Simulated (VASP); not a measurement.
Input of a VASP 6.6.1 run:

File INCAR:

```
SYSTEM = NiO
PREC = Accurate
ENCUT = 520
EDIFF = 1E-6
ISMEAR = -1
SIGMA = 0.05
LREAL = .FALSE.
LASPH = .TRUE.
NELM = 150
ALGO = Normal
ISIF = 2
LWAVE = .FALSE.
LCHARG = .FALSE.
ISPIN = 2
MAGMOM = 1 0
LORBIT = 11
LMAXMIX = 4
GGA = PE
NBANDS = 19
```

Contents of KPOINTS:

```
regular mesh
0
G
  11 11 11
  0 0 0
```

POSCAR

```
NiO
1.0
    0.0000000000      2.1003758225      2.1003758225
    2.1003758225      0.0000000000      2.1003758225
    2.1003758225      2.1003758225      0.0000000000
Ni O
1 1
Direct
    0.0000000000      0.0000000000      0.0000000000
    0.5000000000      0.5000000000      0.5000000000
```

Potentials or basis: VASP PAW PBE potentials, release 64 (Ni, O).

Run with:

```sh
$ cat potpaw_PBE.64/Ni/POTCAR potpaw_PBE.64/O/POTCAR > POTCAR
$ mpirun -np 1 vasp_std > vasp.out
```

Q: What does it give for the site moments?

A: Ni +1.44; O +0.27 μB.

Q: Estimate the net moment.

A: 1.75 μB per cell.

Q: What does it give for the pressure?

A: 1.4 GPa.

Caveat: a cell with one magnetic atom can't hold antiferromagnetic order, which such compounds often take; semilocal functionals often make such compounds metallic where correlation or magnetic order opens a gap, which also shifts bond lengths.

**Measured values to compare with.**

“Local correlations, non-local screening, multiplets, and band formation in NiO”, 2012, arxiv:1210.6675 quotes, for a bulk crystal of NiO: band gap 4.3 eV.

Measured gap of NiO: 4.3 eV (quoted in “Local correlations, non-local screening, multiplets, and band formation in NiO”, 2012, arxiv:1210.6675). This calculation gives 0.00 eV (-4.30 eV). So large a miss can be the level of theory's own, or it may mean another phase, state or a wrong row. The value is that of PBE on a finite k mesh, which can miss the band edges, without temperature or zero-point motion. Semilocal functionals fall short of measured gaps as a rule. The run's magnetic order (collinear spin, ferromagnetic start) needn't be the measured crystal's.
